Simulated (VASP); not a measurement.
# Cl (Cmce) in VASP: notebook

Cl is run at these levels: PBE; tasks: single point.

Program: VASP 6.6.1. These are calculated values, not measurements. Logs are shortened: lines on timing, memory, paths and dates and some standing lists are left out, and cuts for length are marked.

## 1. The cell of the first run

It takes space group Cmce (No. 64, orthorhombic). Conventional cell: a = 7.879 Å, b = 4.296 Å, c = 8.341 Å, α = 90.00°, β = 90.00°, γ = 90.00°. Cl (site symmetry m) has 1 Cl at 2.03 Å within 2.7 Å.

## 2. Single point, PBE (35.29 Å³/atom)

Contents of INCAR:

```
PREC     = Accurate       # precision mode
ENCUT    = 520            # plane-wave cutoff, eV
EDIFF    = 1E-6           # SCF threshold, eV
ISMEAR   = -1             # smearing method
SIGMA    = 0.05           # smearing width, eV
LREAL    = False          # projectors in reciprocal space
LASPH    = True           # aspherical terms in the spheres
NELM     = 80             # most SCF steps
ALGO     = Normal         # electronic algorithm
ISIF     = 2              # what is computed and relaxed
LWAVE    = False          # write WAVECAR
LCHARG   = False          # write CHGCAR
GGA      = PE             # functional
NBANDS   = 22             # bands
```

Contents of KPOINTS:

```
regular mesh
0
Gamma
  7 7 4
```

Contents of POSCAR:

```
Cl
1.0
    3.9394018635     -2.1481380379      0.0000000000
    3.9394018635      2.1481380379      0.0000000000
    0.0000000000      0.0000000000      8.3409083081
Cl
4
Direct
    0.8863233309      0.1136766691      0.1064141082
    0.6136766691      0.3863233309      0.6064141082
    0.1136766691      0.8863233309      0.8935858918
    0.3863233309      0.6136766691      0.3935858918
```

Potentials or basis: VASP PAW PBE potentials, release 64 (Cl).

Run with:

```
$ cat potpaw_PBE.64/Cl/POTCAR > POTCAR
$ mpirun -np 1 vasp_std > vasp.out
```

OUTCAR:

```text
PREC = Accurate
   ENCUT = 520
   EDIFF = 1E-6
   ISMEAR = -1
   LREAL = False
   LASPH = True
   NELM = 80
   ISIF = 2
   GGA = PE

 ion  position               nearest neighbor table
   1  0.886  0.114  0.106-   3 2.03
   2  0.614  0.386  0.606-   4 2.03
   3  0.114  0.886  0.894-   1 2.03
   4  0.386  0.614  0.394-   2 2.03

  LATTYP: Found a base centered orthorhombic cell.
 ALAT       =     4.2962760758
 B/A-ratio  =     1.8338681193
 C/A-ratio  =     1.9414274504

  Lattice vectors:

 A1 = (  -3.9394018635,  -2.1481380379,   0.0000000000)
 A2 = (   3.9394018635,  -2.1481380379,   0.0000000000)
 A3 = (   0.0000000000,   0.0000000000,   8.3409083081)

Analysis of symmetry for initial positions (statically):
=====================================================================
 Subroutine PRICEL returns:
 Original cell was already a primitive cell.

 Routine SETGRP: Setting up the symmetry group for a
 base centered orthorhombic supercell.

 Subroutine GETGRP returns: Found  8 space group operations
 (whereof  4 operations were pure point group operations)
 out of a pool of  8 trial point group operations.

The static configuration has the point symmetry C_2h.
 The point group associated with its full space group is D_2h.

Analysis of symmetry for dynamics (positions and initial velocities):
=====================================================================
 Subroutine PRICEL returns:
 Original cell was already a primitive cell.

 Routine SETGRP: Setting up the symmetry group for a
 base centered orthorhombic supercell.

 Subroutine GETGRP returns: Found  8 space group operations
 (whereof  4 operations were pure point group operations)
 out of a pool of  8 trial point group operations.

The dynamic configuration has the point symmetry C_2h.
 The point group associated with its full space group is D_2h.

 Subroutine INISYM returns: Found  8 space group operations
 (whereof  4 operations are pure point group operations),
 and found     1 'primitive' translations

----------------------------------------------------------------------------------------

                                     Primitive cell

  volume of cell :     141.1679

  direct lattice vectors                    reciprocal lattice vectors
     3.939401864 -2.148138038  0.000000000     0.126922822 -0.232759716  0.000000000
     3.939401864  2.148138038  0.000000000     0.126922822  0.232759716  0.000000000
     0.000000000  0.000000000  8.340908308     0.000000000  0.000000000  0.119891019

  length of vectors
     4.487023966  4.487023966  8.340908308     0.265115990  0.265115990  0.119891019

  position of ions in fractional coordinates (direct lattice)
     0.886323331  0.113676669  0.106414108
     0.613676669  0.386323331  0.606414108
     0.113676669  0.886323331  0.893585892
     0.386323331  0.613676669  0.393585892

  ion indices of the primitive-cell ions
   primitive index   ion index
                 1           1
                 2           2
                 3           3
                 4           4

----------------------------------------------------------------------------------------

 KPOINTS: regular mesh

Automatic generation of k-mesh.
 Grid dimensions read from file:
 generate k-points for:    7    7    4

 Generating k-lattice:

  Cartesian coordinates                     Fractional coordinates (reciprocal lattice)
     0.018131832 -0.033251388  0.000000000     0.142857143  0.000000000  0.000000000
     0.018131832  0.033251388  0.000000000     0.000000000  0.142857143  0.000000000
     0.000000000  0.000000000  0.029972755     0.000000000  0.000000000  0.250000000

  Length of vectors
     0.037873713  0.037873713  0.029972755

  Shift w.r.t. Gamma in fractional coordinates (k-lattice)
     0.000000000  0.000000000  0.000000000

 Subroutine IBZKPT returns following result:
 ===========================================

 Found     48 irreducible k-points:

 Following reciprocal coordinates:
            Coordinates               Weight
  0.000000  0.000000  0.000000      1.000000
  0.142857 -0.000000  0.000000      4.000000
  0.285714 -0.000000  0.000000      4.000000
  0.428571 -0.000000  0.000000      4.000000
  0.142857  0.142857  0.000000      2.000000
  0.285714  0.142857  0.000000      4.000000
[... 16 lines left out ...]
  0.428571  0.142857  0.250000      8.000000
 -0.428571  0.142857  0.250000      8.000000
 [... further k-points ...]
   k-points           NKPTS =     48   k-points in BZ     NKDIM =     48   number of bands    NBANDS=     22
   number of dos      NEDOS =    301   number of ions     NIONS =      4
   total plane-waves  NPLWV =  82944
   dimension x,y,z NGX =    36 NGY =   36 NGZ =   64
   dimension x,y,z NGXF=    72 NGYF=   72 NGZF=  128
   ions per type =               4
   NGX,Y,Z   is equivalent  to a cutoff of  13.34, 13.34, 12.76 a.u.
   NGXF,Y,Z  is equivalent  to a cutoff of  26.68, 26.68, 25.51 a.u.
 SYSTEM =  unknown system
   PREC   = accura    normal or accurate (medium, high low for compatibility)
   ISTART =      0    job   : 0-new  1-cont  2-samecut
   ICHARG =      2    charge: 1-file 2-atom 10-const
   ISPIN  =      1    spin polarized calculation?
   LNONCOLLINEAR =      F non collinear calculations
   LSORBIT =      F    spin-orbit coupling
   LASPH  =      T    aspherical Exc in radial PAW
   ENCUT  =  520.0 eV  38.22 Ry    6.18 a.u.   8.34  8.34 15.51*2*pi/ulx,y,z
   NELM   =     80;   NELMIN=  2; NELMDL= -5     # of ELM steps
   EDIFF  = 0.1E-05   stopping-criterion for ELM
   LREAL  =      F    real-space projection
   EDIFFG = 0.1E-04   stopping-criterion for IOM
   NSW    =      0    number of steps for IOM
   IBRION =     -1    ionic relax: 0-MD 1-quasi-New 2-CG
   NFREE  =      0    steps in history (QN), initial steepest desc. (CG)
   ISIF   =      2    stress and relaxation
   ISYM   =      2    0-nonsym 1-usesym 2-fastsym
   POTIM  = 0.5000    time-step for ionic-motion
   TEBEG  =    0.0;   TEEND  =   0.0 temperature during run
   PSTRESS=    0.0 pullay stress
   NELECT =      28.0000    total number of electrons
   NUPDOWN=      -1.0000    fix difference up-down
   EMIN   =  10.00;   EMAX   =-10.00  energy-range for DOS
   EFERMI =   0.00;   METHOD = LEGACY
   ISMEAR =    -1;   SIGMA  =   0.05  broadening in eV -4-tet -1-fermi 0-gaus
   EFERMI_NEDOS =   21; number of points for ismear=-14 and -15
   IALGO  =     38    algorithm
   IMIX   =      4    mixing-type and parameters
     AMIX     =   0.40;   BMIX     =  1.00
     AMIX_MAG =   1.60;   BMIX_MAG =  1.00
  volume/ion in A,a.u.               =      35.29       238.16
  Fermi-wavevector in a.u.,A,eV,Ry     =   0.954734  1.804185 12.401933  0.911516
  Thomas-Fermi vector in A             =   2.083507
   LORBIT       =      0    0 simple, 1 ext, 2 COOP (PROOUT), +10 PAW based schemes
   GGA     = PE    functional components
   LHFCALC =     F    Hartree Fock is set to
   AEXX    =    0.0000 exact exchange contribution
   IVDW    =     0    specifies the selected vdW correction
   LEPSILON=     F    determine dielectric tensor
   LRPA    =     F    only Hartree local field effects (RPA)
 non-spin polarized calculation
  energy-cutoff  :      520.00
  volume of cell :      141.17
 maximum number of plane-waves:      3823
 NGX is ok and might be reduce to    36
   NGX = 17   NGY = 17   NGZ = 31

 number of electron      27.9999999 magnetization

 Free energy of the ion-electron system (eV)
  ---------------------------------------------------
  ext. energy  EPLUGINS =         0.00000000
  ---------------------------------------------------
  free energy    TOTEN  =        -7.39586740 eV

  energy without entropy =       -7.39586740  energy(sigma->0) =       -7.39586740

 E-fermi :  -0.7102     XC(G=0):  -6.8391

 val. band max:       -1.8006381192   @ k =   0.0000   0.0000   0.0000
 cond. band min:       0.5420193679   @ k =   0.0000   0.0000   0.0000
 fundamental gap:      2.3426574871
 Fermi energy:        -0.7101680520

 k-point     1 :       0.0000    0.0000    0.0000
  band No.  band energies     occupation
      1     -18.2613      2.00000
      2     -18.0341      2.00000
      3     -14.4796      2.00000
      4     -13.8531      2.00000
      5      -7.1561      2.00000
      6      -6.1712      2.00000
[... 14 lines left out ...]
     21       8.6968      0.00000
     22       8.9781      0.00000

 k-point     2 :       0.1429   -0.0000    0.0000
  band No.  band energies     occupation
      1     -18.2375      2.00000
      2     -18.0318      2.00000
      3     -14.4525      2.00000
      4     -13.8903      2.00000
      5      -7.1416      2.00000
      6      -6.2468      2.00000
[... 14 lines left out ...]
     21       8.3663      0.00000
     22       8.7001      0.00000

 k-point     3 :       0.2857   -0.0000    0.0000
  band No.  band energies     occupation
      1     -18.1769      2.00000
      2     -18.0329      2.00000
      3     -14.3757      2.00000
      4     -13.9903      2.00000
      5      -7.0873      2.00000
      6      -6.4621      2.00000
[... 14 lines left out ...]
     21       8.4025      0.00000
     22       8.7850      0.00000

 k-point     4 :       0.4286   -0.0000    0.0000
  band No.  band energies     occupation
      1     -18.1066      2.00000
      2     -18.0548      2.00000
      3     -14.2610      2.00000
      4     -14.1245      2.00000
      5      -6.9608      2.00000
      6      -6.7378      2.00000
[... 14 lines left out ...]
     21       8.4593      0.00000
     22       9.0799      0.00000

 k-point     5 :       0.1429    0.1429    0.0000
  band No.  band energies     occupation
      1     -18.2534      2.00000
      2     -18.0286      2.00000
      3     -14.4712      2.00000
      4     -13.8523      2.00000
      5      -7.1452      2.00000
      6      -6.1767      2.00000
[... 417 lines left out ...]
 k-point    22 :       0.2857    0.1429    0.2500
  band No.  band energies     occupation
      1     -18.1971      2.00000
      2     -18.0550      2.00000
      3     -14.3589      2.00000
      4     -13.9719      2.00000
      5      -7.0060      2.00000
      6      -6.4008      2.00000
[... 14 lines left out ...]
     21       8.1928      0.00000
     22       8.6289      0.00000

 k-point    23 :       0.4286    0.1429    0.2500
  band No.  band energies     occupation
      1     -18.1451      2.00000
      2     -18.0476      2.00000
      3     -14.3075      2.00000
      4     -14.0477      2.00000
      5      -6.9674      2.00000
      6      -6.5460      2.00000
[... 14 lines left out ...]
     21       8.3137      0.00000
     22       8.6601      0.00000

 k-point    24 :      -0.4286    0.1429    0.2500
  band No.  band energies     occupation
      1     -18.0934      2.00000
      2     -18.0611      2.00000
      3     -14.2331      2.00000
      4     -14.1492      2.00000
      5      -6.8701      2.00000
      6      -6.7388      2.00000
[... 14 lines left out ...]
     21       8.5165      0.00000
     22       8.7831      0.00000

 [... further k-points ...]
[... 5 lines left out ...]
  --------------------------------------------------------------------------------------
  -------------------------------------------------------------------------------------
  Total       -0.0349647     -0.1846121     -0.5744871      0.0000000      0.0000000      0.0000000
  in kB       -0.3968302     -2.0952456     -6.5201119      0.0000000      0.0000000      0.0000000
  external PRESSURE =      -3.0040626 kB  Pullay stress =       0.0000000 kB

 VOLUME and BASIS-vectors are now :
 -----------------------------------------------------------------------------
  energy-cutoff  :      520.00
  volume of cell :      141.17
      direct lattice vectors                 reciprocal lattice vectors
     3.939401864 -2.148138038  0.000000000     0.126922822 -0.232759716  0.000000000
     3.939401864  2.148138038  0.000000000     0.126922822  0.232759716  0.000000000
     0.000000000  0.000000000  8.340908308     0.000000000  0.000000000  0.119891019

 POSITION                                       TOTAL-FORCE (eV/Angst)
 -----------------------------------------------------------------------------------
      3.93940     -1.65975      0.88759         0.000000     -0.086912     -0.160642
      3.93940     -0.48839      5.05804         0.000000      0.086912     -0.160642
      3.93940      1.65975      7.45332         0.000000      0.086912      0.160642
      3.93940      0.48839      3.28286         0.000000     -0.086912      0.160642
 -----------------------------------------------------------------------------------
    total drift:                               -0.000000     -0.000000      0.000000

  FREE ENERGIE OF THE ION-ELECTRON SYSTEM (eV)
  ---------------------------------------------------
  free  energy   TOTEN  =        -7.3958673955 eV

  energy  without entropy=       -7.3958673954  energy(sigma->0) =       -7.39586740
```

Wall time 3.3 min (1 thread of Oxide Virtual Turin-like, shared host); peak memory 0.28 GiB.

Results:

| Item | Value |
| --- | --- |
| Free energy | -7.3959 eV |
| Pressure | -0.3 GPa |
| Largest force | 0.183 eV/Å |
| Band gap on the k mesh | 2.34 eV |

Forces in eV/Å, atoms in the order of the input:
```
Cl   0.000 -0.087 -0.161
Cl   0.000  0.087 -0.161
Cl   0.000  0.087  0.161
Cl   0.000 -0.087  0.161
```

Stress tensor (GPa, compression positive):
```
-0.04  0.00  0.00
 0.00 -0.21  0.00
 0.00  0.00 -0.65
```

Caveat: this functional lacks dispersion, which holds the molecules together, so the pressure and a relaxed volume are unreliable. A k mesh can miss the band edges.

## 3. Single point, PBE (36.70 Å³/atom)

This run uses another cell than the first one, of 36.70 Å³/atom.

Contents of INCAR:

```
SYSTEM = Cl
ALGO = Normal
EDIFF = 1E-7
ENCUT = 520
GGA = PE
ISIF = 2
ISMEAR = -1
LASPH = .True.
LCHARG = .False.
LREAL = .False.
LWAVE = .False.
NBANDS = 22
NELM = 60
PREC = Accurate
SIGMA = 0.05
```

Contents of KPOINTS:

```
k-points
0
Gamma
  7 7 4
  0 0 0
```

Contents of POSCAR:

```
Cl
1.0
    3.9912420434     -2.1764062538      0.0000000000
    3.9912420434      2.1764062538      0.0000000000
    0.0000000000      0.0000000000      8.4506696888
Cl
4
Direct
    0.8863233309      0.1136766691      0.1064141082
    0.6136766691      0.3863233309      0.6064141082
    0.1136766691      0.8863233309      0.8935858918
    0.3863233309      0.6136766691      0.3935858918
```

Potentials or basis: VASP PAW PBE potentials, release 64 (Cl).

Run with:

```
$ cat potpaw_PBE.64/Cl/POTCAR > POTCAR
$ mpirun -np 1 vasp_std > vasp.out
```

Run time: 4 min. Hardware: 1 thread of Oxide Virtual Turin-like, shared host; peak memory 0.28 GiB.

It converged, with:

```
Free energy            : -7.3733 eV
Pressure               : -1.1 GPa
Largest force          : 0.577 eV/Å
Band gap on the k mesh : 2.21 eV
```

Forces on the atoms (eV/Å):
```
Cl   0.000 -0.288 -0.500
Cl   0.000  0.288 -0.500
Cl   0.000  0.288  0.500
Cl   0.000 -0.288  0.500
```

Stress tensor (GPa, compression positive):
```
-0.06  0.00  0.00
 0.00 -0.80  0.00
 0.00  0.00 -2.30
```

Levels at points of the mesh, in eV from the valence-band top:
```
           k point  band 11  band 12  band 13  band 14  band 15  band 16  band 17  band 18
(0.00, 0.00, 0.00)    -0.74    -0.32    -0.19     0.00     2.21     2.93     6.23     7.14
(0.00, 0.00, 0.50)    -0.55    -0.55    -0.15    -0.15     2.52     2.52     6.77     6.77
```

Caveat: this functional lacks dispersion, which holds the molecules together, so the pressure and a relaxed volume are unreliable. A k mesh can miss the band edges.

(Part 1 of 2 ends here.)
